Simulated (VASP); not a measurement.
Si (a cell with a defect), 17 atoms in the cell. The cell holds a defect, 17 atoms: a = 7.679 Å, b = 7.679 Å, c = 7.679 Å, α = 60.00°, β = 60.00°, γ = 60.00°. 

| Quantity | Value |
| --- | --- |
| Program | VASP 6.6.1 |
| Task | single point |
| Functional | LDA |
| Potentials or basis | VASP PAW LDA potentials, release 64 (Si) |
| Cutoff | 520 eV |
| k mesh | 2 × 2 × 2 |
| Occupations | gaussian, width 0.02 eV |
| Spin | no spin polarisation |
| Dipole correction | no |
| Further INCAR settings | LREAL = Auto; ALGO = Normal; EDIFF = 1e-06; NBANDS = 48 |

Potentials or basis: VASP PAW LDA potentials, release 64 (Si).

The run is started by

```bash
$ cat potpaw_LDA.64/Si/POTCAR > POTCAR
$ mpirun -np 1 vasp_std > vasp.out
```

Hardware: 1 thread of Intel(R) Xeon(R) Platinum 8375C CPU @ 2.90GHz (Ice Lake) (shared host).

Estimate the wall time of this run.

Run time: 2.5 min on 1 thread of Intel(R) Xeon(R) Platinum 8375C CPU @ 2.90GHz (Ice Lake), with other jobs on the host, peak memory 0.37 GiB. Counts: scf iterations 12, k points 8.
